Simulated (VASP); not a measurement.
# Y (P6_3/mmc) in VASP: notebook

The runs below take Y through single point, with PBE.

Everything below comes from runs of VASP 6.6.1. Logs are shortened: lines on timing, memory, paths and dates and some standing lists are left out, and cuts for length are marked.

**1. The cell of the first run**

It takes space group P6_3/mmc (No. 194, hexagonal). Conventional cell: a = 3.653 Å, b = 3.653 Å, c = 5.698 Å, α = 90.00°, β = 90.00°, γ = 120.00°. Within 4.7 Å of Y (site symmetry -6m2) lie 12 Y at 3.54 to 3.65 Å.

**2. Single point, PBE**

INCAR reads:

```
PREC = Accurate
ENCUT = 520
EDIFF = 1E-6
ISMEAR = -1
SIGMA = 0.1
LREAL = False
LASPH = True
NELM = 80
ALGO = Normal
ISIF = 2
LWAVE = False
LCHARG = False
GGA = PE
NBANDS = 18
```

KPOINTS reads:

```
Automatic mesh
0
Gamma
  15 15 8
```

POSCAR reads:

```
Y
1.0
    3.6533611683      0.0000000000      0.0000000000
   -1.8266805842      3.1639035810      0.0000000000
    0.0000000000      0.0000000000      5.6983253178
Y
2
Direct
    0.3333333333      0.6666666667      0.2500000000
    0.6666666667      0.3333333333      0.7500000000
```

Potentials or basis: VASP PAW PBE potentials, release 64 (Y_sv).

Launch:

```
$ cat potpaw_PBE.64/Y_sv/POTCAR > POTCAR
$ mpirun -np 1 vasp_std > vasp.out
```

OUTCAR:

```text
PREC = Accurate
   ENCUT = 520
   EDIFF = 1E-6
   ISMEAR = -1
   LREAL = False
   LASPH = True
   NELM = 80
   ISIF = 2
   GGA = PE

 ion  position               nearest neighbor table
   1  0.333  0.667  0.250-   2 3.54   2 3.54   2 3.54   2 3.54   2 3.54   2 3.54
   2  0.667  0.333  0.750-   1 3.54   1 3.54   1 3.54   1 3.54   1 3.54   1 3.54

  LATTYP: Found a hexagonal cell.
 ALAT       =     3.6533611683
 C/A-ratio  =     1.5597486959

  Lattice vectors:

 A1 = (   3.6533611683,   0.0000000000,   0.0000000000)
 A2 = (  -1.8266805842,   3.1639035810,   0.0000000000)
 A3 = (   0.0000000000,   0.0000000000,   5.6983253178)

Analysis of symmetry for initial positions (statically):
=====================================================================
 Subroutine PRICEL returns:
 Original cell was already a primitive cell.

 Routine SETGRP: Setting up the symmetry group for a
 hexagonal supercell.

 Subroutine GETGRP returns: Found 24 space group operations
 (whereof 12 operations were pure point group operations)
 out of a pool of 24 trial point group operations.

The static configuration has the point symmetry D_3d.
 The point group associated with its full space group is D_6h.

Analysis of symmetry for dynamics (positions and initial velocities):
=====================================================================
 Subroutine PRICEL returns:
 Original cell was already a primitive cell.

 Routine SETGRP: Setting up the symmetry group for a
 hexagonal supercell.

 Subroutine GETGRP returns: Found 24 space group operations
 (whereof 12 operations were pure point group operations)
 out of a pool of 24 trial point group operations.

The dynamic configuration has the point symmetry D_3d.
 The point group associated with its full space group is D_6h.

 Subroutine INISYM returns: Found 24 space group operations
 (whereof 12 operations are pure point group operations),
 and found     1 'primitive' translations

----------------------------------------------------------------------------------------

                                     Primitive cell

  volume of cell :      65.8663

  direct lattice vectors                    reciprocal lattice vectors
     3.653361168  0.000000000  0.000000000     0.273720542  0.158032629  0.000000000
    -1.826680584  3.163903581  0.000000000     0.000000000  0.316065257  0.000000000
     0.000000000  0.000000000  5.698325318     0.000000000  0.000000000  0.175490156

  length of vectors
     3.653361168  3.653361168  5.698325318     0.316065257  0.316065257  0.175490156

  position of ions in fractional coordinates (direct lattice)
     0.333333333  0.666666667  0.250000000
     0.666666667  0.333333333  0.750000000

  ion indices of the primitive-cell ions
   primitive index   ion index
                 1           1
                 2           2

----------------------------------------------------------------------------------------

 KPOINTS: Automatic mesh

Automatic generation of k-mesh.
 Grid dimensions read from file:
 generate k-points for:   15   15    8

 Generating k-lattice:

  Cartesian coordinates                     Fractional coordinates (reciprocal lattice)
     0.018248036  0.010535509  0.000000000     0.066666667  0.000000000  0.000000000
     0.000000000  0.021071017  0.000000000     0.000000000  0.066666667  0.000000000
     0.000000000  0.000000000  0.021936270     0.000000000  0.000000000  0.125000000

  Length of vectors
     0.021071017  0.021071017  0.021936270

  Shift w.r.t. Gamma in fractional coordinates (k-lattice)
     0.000000000  0.000000000  0.000000000

 Subroutine IBZKPT returns following result:
 ===========================================

 Found    135 irreducible k-points:

 Following reciprocal coordinates:
            Coordinates               Weight
  0.000000  0.000000  0.000000      1.000000
  0.066667  0.000000  0.000000      6.000000
  0.133333 -0.000000  0.000000      6.000000
  0.200000 -0.000000  0.000000      6.000000
  0.266667 -0.000000  0.000000      6.000000
  0.333333 -0.000000  0.000000      6.000000
[... 16 lines left out ...]
  0.333333  0.200000  0.000000     12.000000
  0.400000  0.200000  0.000000      6.000000
 [... further k-points ...]
   k-points           NKPTS =    135   k-points in BZ     NKDIM =    135   number of bands    NBANDS=     18
   number of dos      NEDOS =    301   number of ions     NIONS =      2
   total plane-waves  NPLWV =  32928
   dimension x,y,z NGX =    28 NGY =   28 NGZ =   42
   dimension x,y,z NGXF=    56 NGYF=   56 NGZF=   84
   ions per type =               2
   NGX,Y,Z   is equivalent  to a cutoff of  12.74, 12.74, 12.25 a.u.
   NGXF,Y,Z  is equivalent  to a cutoff of  25.48, 25.48, 24.51 a.u.
 SYSTEM =  unknown system
   PREC   = accura    normal or accurate (medium, high low for compatibility)
   ISTART =      0    job   : 0-new  1-cont  2-samecut
   ICHARG =      2    charge: 1-file 2-atom 10-const
   ISPIN  =      1    spin polarized calculation?
   LNONCOLLINEAR =      F non collinear calculations
   LSORBIT =      F    spin-orbit coupling
   LASPH  =      T    aspherical Exc in radial PAW
   ENCUT  =  520.0 eV  38.22 Ry    6.18 a.u.   6.79  6.79 10.60*2*pi/ulx,y,z
   NELM   =     80;   NELMIN=  2; NELMDL= -5     # of ELM steps
   EDIFF  = 0.1E-05   stopping-criterion for ELM
   LREAL  =      F    real-space projection
   EDIFFG = 0.1E-04   stopping-criterion for IOM
   NSW    =      0    number of steps for IOM
   IBRION =     -1    ionic relax: 0-MD 1-quasi-New 2-CG
   NFREE  =      0    steps in history (QN), initial steepest desc. (CG)
   ISIF   =      2    stress and relaxation
   ISYM   =      2    0-nonsym 1-usesym 2-fastsym
   POTIM  = 0.5000    time-step for ionic-motion
   TEBEG  =    0.0;   TEEND  =   0.0 temperature during run
   PSTRESS=    0.0 pullay stress
   NELECT =      22.0000    total number of electrons
   NUPDOWN=      -1.0000    fix difference up-down
   EMIN   =  10.00;   EMAX   =-10.00  energy-range for DOS
   EFERMI =   0.00;   METHOD = LEGACY
   ISMEAR =    -1;   SIGMA  =   0.10  broadening in eV -4-tet -1-fermi 0-gaus
   EFERMI_NEDOS =   21; number of points for ismear=-14 and -15
   IALGO  =     38    algorithm
   IMIX   =      4    mixing-type and parameters
     AMIX     =   0.40;   BMIX     =  1.00
     AMIX_MAG =   1.60;   BMIX_MAG =  1.00
  volume/ion in A,a.u.               =      32.93       222.24
  Fermi-wavevector in a.u.,A,eV,Ry     =   1.135868  2.146480 17.554197  1.290197
  Thomas-Fermi vector in A             =   2.272573
   LORBIT       =      0    0 simple, 1 ext, 2 COOP (PROOUT), +10 PAW based schemes
   GGA     = PE    functional components
   LHFCALC =     F    Hartree Fock is set to
   AEXX    =    0.0000 exact exchange contribution
   IVDW    =     0    specifies the selected vdW correction
   LEPSILON=     F    determine dielectric tensor
   LRPA    =     F    only Hartree local field effects (RPA)
 non-spin polarized calculation
  energy-cutoff  :      520.00
  volume of cell :       65.87
 maximum number of plane-waves:      1794
 NGX is ok and might be reduce to    28
   NGX = 13   NGY = 13   NGZ = 21

 number of electron      22.0000000 magnetization

 Free energy of the ion-electron system (eV)
  ---------------------------------------------------
  ext. energy  EPLUGINS =         0.00000000
  ---------------------------------------------------
  free energy    TOTEN  =       -12.92923340 eV

  energy without entropy =      -12.80776000  energy(sigma->0) =      -12.86849670

 E-fermi :   2.9836     XC(G=0):  -9.4162

 val. band max:        2.9790825666   @ k =   0.3333   0.0667   0.0000
 cond. band min:       2.9836276857   @ k =   0.3333   0.2667   0.3750
 fundamental gap:      0.0045451191
 Fermi energy:         2.9835840698

 k-point     1 :       0.0000    0.0000    0.0000
  band No.  band energies     occupation
      1     -39.7069      2.00000
      2     -39.6328      2.00000
      3     -19.9843      2.00000
      4     -19.5106      2.00000
      5     -19.5106      2.00000
      6     -19.4195      2.00000
[... 10 lines left out ...]
     17       5.7363      0.00000
     18       5.7363      0.00000

 k-point     2 :       0.0667    0.0000    0.0000
  band No.  band energies     occupation
      1     -39.7047      2.00000
      2     -39.6321      2.00000
      3     -19.9764      2.00000
      4     -19.5262      2.00000
      5     -19.5161      2.00000
      6     -19.4360      2.00000
[... 10 lines left out ...]
     17       5.6075      0.00000
     18       5.6448      0.00000

 k-point     3 :       0.1333   -0.0000    0.0000
  band No.  band energies     occupation
      1     -39.6985      2.00000
      2     -39.6301      2.00000
      3     -19.9536      2.00000
      4     -19.5704      2.00000
      5     -19.5310      2.00000
      6     -19.4820      2.00000
[... 10 lines left out ...]
     17       5.5559      0.00000
     18       5.6647      0.00000

 k-point     4 :       0.2000   -0.0000    0.0000
  band No.  band energies     occupation
      1     -39.6891      2.00000
      2     -39.6275      2.00000
      3     -19.9177      2.00000
      4     -19.6358      2.00000
      5     -19.5524      2.00000
      6     -19.5479      2.00000
[... 375 lines left out ...]
      4     -19.7600      2.00000
      5     -19.7453      2.00000
      6     -19.6301      2.00000
[... 10 lines left out ...]
     17       7.4443      0.00000
     18       8.1916      0.00000

 k-point    23 :       0.3333    0.2000    0.0000
  band No.  band energies     occupation
      1     -39.6448      2.00000
      2     -39.6249      2.00000
      3     -19.8265      2.00000
      4     -19.7437      2.00000
      5     -19.7160      2.00000
      6     -19.6675      2.00000
[... 10 lines left out ...]
     17       7.7536      0.00000
     18       8.1680      0.00000

 k-point    24 :       0.4000    0.2000    0.0000
  band No.  band energies     occupation
      1     -39.6412      2.00000
      2     -39.6261      2.00000
      3     -19.8383      2.00000
      4     -19.7374      2.00000
      5     -19.6945      2.00000
      6     -19.6868      2.00000
[... 10 lines left out ...]
     17       7.8934      0.00000
     18       8.1667      0.00000

 [... further k-points ...]
[... 5 lines left out ...]
  --------------------------------------------------------------------------------------
  -------------------------------------------------------------------------------------
  Total       -0.0489667     -0.0489667     -0.0233667      0.0000000      0.0000000     -0.0000000
  in kB       -1.1911008     -1.1911008     -0.5683872      0.0000000      0.0000000     -0.0000000
  external PRESSURE =      -0.9835296 kB  Pullay stress =       0.0000000 kB

 VOLUME and BASIS-vectors are now :
 -----------------------------------------------------------------------------
  energy-cutoff  :      520.00
  volume of cell :       65.87
      direct lattice vectors                 reciprocal lattice vectors
     3.653361168  0.000000000  0.000000000     0.273720542  0.158032629  0.000000000
    -1.826680584  3.163903581  0.000000000     0.000000000  0.316065257  0.000000000
     0.000000000  0.000000000  5.698325318     0.000000000  0.000000000  0.175490156

 POSITION                                       TOTAL-FORCE (eV/Angst)
 -----------------------------------------------------------------------------------
     -0.00000      2.10927      1.42458        -0.000000     -0.000000      0.000000
      1.82668      1.05463      4.27374         0.000000      0.000000      0.000000
 -----------------------------------------------------------------------------------
    total drift:                               -0.000000      0.000000     -0.000000

  FREE ENERGIE OF THE ION-ELECTRON SYSTEM (eV)
  ---------------------------------------------------
  free  energy   TOTEN  =       -12.9292334023 eV

  energy  without entropy=      -12.8077599995  energy(sigma->0) =      -12.86849670
```

It took 1.8 min on 1 thread of Intel Xeon Platinum 8488C (Sapphire Rapids), shared host; peak memory 0.29 GiB.

What came out:

| Property | Result |
| --- | --- |
| Free energy | -12.9292 eV |
| Pressure | -0.1 GPa |
| Band gap on the k mesh | zero (band 11 reaches 3.96 eV, above the bottom of band 12 at 2.52 eV) |

Levels at points of the mesh, in eV from the Fermi level:
```
           k point  band 7  band 8  band 9  band 10  band 11  band 12  band 13  band 14  band 15  band 16
(0.00, 0.00, 0.00)  -22.40  -22.37   -4.68    -1.84     0.92     1.74     1.74     2.09     2.36     2.36
(0.00, 0.00, 0.50)  -22.45  -22.45   -3.23    -3.23     0.97     0.97     1.66     1.66     1.66     1.66
```

**3. Single point, PBE**

INCAR reads:

```
SYSTEM = Y
PREC = Accurate
ENCUT = 520
EDIFF = 1E-7
ISMEAR = -1
SIGMA = 0.1
LREAL = .FALSE.
LASPH = .TRUE.
NELM = 100
ALGO = Normal
ISIF = 2
LWAVE = .FALSE.
LCHARG = .FALSE.
GGA = PE
NBANDS = 18
```

KPOINTS reads:

```
regular mesh
0
G
  15 15 8
  0 0 0
```

POSCAR is that of step 2.

Potentials or basis: VASP PAW PBE potentials, release 64 (Y_sv).

Launch:

```
$ cat potpaw_PBE.64/Y_sv/POTCAR > POTCAR
$ mpirun -np 1 vasp_std > vasp.out
```

Wall time 2.1 min (1 thread of Intel Xeon Platinum 8488C (Sapphire Rapids), shared host); peak memory 0.28 GiB.

The run converged. Its results:

```yaml
Free_energy: -12.9292 eV
Pressure: -0.1 GPa
Band_gap_on_the_k_mesh: zero (band 11 reaches 3.96 eV, above the bottom of band 12 at 2.52 eV)
```

Levels at points of the mesh, in eV from the Fermi level:
```
           k point  band 9  band 10  band 11  band 12  band 13  band 14
(0.00, 0.00, 0.00)   -4.68    -1.84     0.92     1.74     1.74     2.09
(0.00, 0.00, 0.50)   -3.23    -3.23     0.97     0.97     1.66     1.66
```
